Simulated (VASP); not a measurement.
Wanted: the native input for a VASP 6.6.1 run.

- Task: single point
- Functional: revPBE
- Dispersion: D4
- Potentials or basis: VASP PAW PBE potentials, release 64 (Ni, Sb)
- Cutoff: 520 eV
- k mesh: 8 × 8 × 6
- Occupations: gaussian, width 0.05 eV
- Spin: collinear spin, ferromagnetic start
- Starting moments: [0.05, 0.05, 0.0, 0.0] μB
- Dipole correction: no
- Further INCAR settings: ALGO = Normal; EDIFF = 1e-06; NBANDS = 27

The structure of NiSb lies in POSCAR:

```
NiSb
1.0
    3.9323489601      0.0000000000      0.0000000000
   -1.9661744800      3.4055140960      0.0000000000
    0.0000000000      0.0000000000      5.1482430864
Ni Sb
2 2
Direct
    0.0000000000      0.0000000000      0.0000000000
    0.0000000000      0.0000000000      0.5000000000
    0.3333333333      0.6666666667      0.2500000000
    0.6666666667      0.3333333333      0.7500000000
```

This cell differs from its parent crystal: volume scaled by 1.02.

These files were run (other wordings do the same):

INCAR

```
  ALGO = Normal
  EDIFF = 1E-6
  ENCUT = 520
  GGA = RE
  ISIF = 2
  ISMEAR = 0
  ISPIN = 2
  IVDW = 13
  LASPH = True
  LCHARG = True
  LELF = True
  LMAXMIX = 4
  LORBIT = 11
  LREAL = False
  LVHAR = True
  LWAVE = False
  MAGMOM = 0.05 0.05 0 0
  NBANDS = 27
  NELM = 150
  PREC = Accurate
  SIGMA = 0.05
```

KPOINTS

```
k-points
0
Gamma
  8 8 6
```

Potentials or basis: VASP PAW PBE potentials, release 64 (Ni, Sb).

Launch:

```sh
$ cat potpaw_PBE.64/Ni/POTCAR potpaw_PBE.64/Sb/POTCAR > POTCAR
$ mpirun -np 1 vasp_std > vasp.out
```

It gave:

The pressure is -2.4 GPa. The band gap on the k mesh is zero (filled and empty bands overlap). The net moment is 0.00 μB per cell, the valence electrons inside the program's atomic spheres are Ni 9.38; Sb 2.42 and the dispersion energy per atom is -0.901 eV.

Caveat: the PAW data sets were made with another functional, which shifts forces and pressure a little; spin-orbit coupling is left out, which moves the levels of the heavy elements; pairwise dispersion overbinds metals, which lowers pressure and volume.

It took 3.7 min on 1 thread of AMD EPYC 9755 128-Core Processor, with other jobs on the host, peak memory 0.24 GiB.
